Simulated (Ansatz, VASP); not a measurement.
One calculation of NaI, two programs

INCAR

```
SYSTEM = NaI
PREC     = Accurate       ! precision mode
ENCUT    = 520            ! plane-wave cutoff, eV
EDIFF    = 1E-6           ! SCF threshold, eV
ISMEAR   = 0              ! smearing method
SIGMA    = 0.01           ! smearing width, eV
LREAL    = .FALSE.        ! projectors in reciprocal space
LASPH    = .TRUE.         ! aspherical terms in the spheres
NELM     = 80             ! most SCF steps
ALGO     = Normal         ! electronic algorithm
ISIF     = 2              ! what is computed and relaxed
LWAVE    = .FALSE.        ! write WAVECAR
LCHARG   = .FALSE.        ! write CHGCAR
GGA      = PS             ! functional
NBANDS   = 14             ! bands
```

File KPOINTS:

```
regular mesh
0
G
  4 4 4
  0 0 0
```

File POSCAR:

```
NaI
1.0
    0.0000000000      3.5431916648      3.5431916648
    3.5431916648      0.0000000000      3.5431916648
    3.5431916648      3.5431916648      0.0000000000
Na I
1 1
Direct
    0.0000000000      0.0000000000      0.0000000000
    0.2500000000      0.2500000000      0.2500000000
```

Input for Ansatz:

```yaml
crystal:
  lattice:
    - [0.0, 3.5431916648, 3.5431916648]
    - [3.5431916648, 0.0, 3.5431916648]
    - [3.5431916648, 3.5431916648, 0.0]
  atoms:
    - { symbol: Na, position: [0.0, 0.0, 0.0] }
    - { symbol: I, position: [0.25, 0.25, 0.25] }
kpoints:
  mp_grid: { grid: [4, 4, 4] }
hamiltonian:
  xc: pbesol
scf:
  occupations: { method: fixed }
  n_extra_bands: 4
output:
  forces: true
  stress: true
  eigenvalues: true
basis:
  ecutwfc: 750
```

Alike in both runs: task single point; functional PBEsol; k mesh 4 × 4 × 4; no spin polarisation.

|  | VASP | Ansatz |
| --- | --- | --- |
| version | VASP 6.6.1 | Ansatz 0.2.0 |
| potentials or method | VASP PAW PBE potentials, release 64 (Na_pv, I), cutoff 520 eV | plane waves |
| occupations | gaussian, width 0.01 eV | fixed |
| valence electrons in the cell | 14 | 26 |

Ansatz gave:

```
gap on the k mesh at the Fermi level (eV) : 3.73
pressure (GPa)                            : -0.1
```

**Question.** Which values does VASP return?

**Answer.** gap on the k mesh at the Fermi level (eV): 3.72; pressure (GPa): -0.1.

VASP's potentials were made for PBE, not for PBEsol. VASP's potentials hold 14 valence electrons a cell and Ansatz's 26, so a difference there can come from the potentials and not from the codes.

Neither program's run includes spin-orbit coupling.
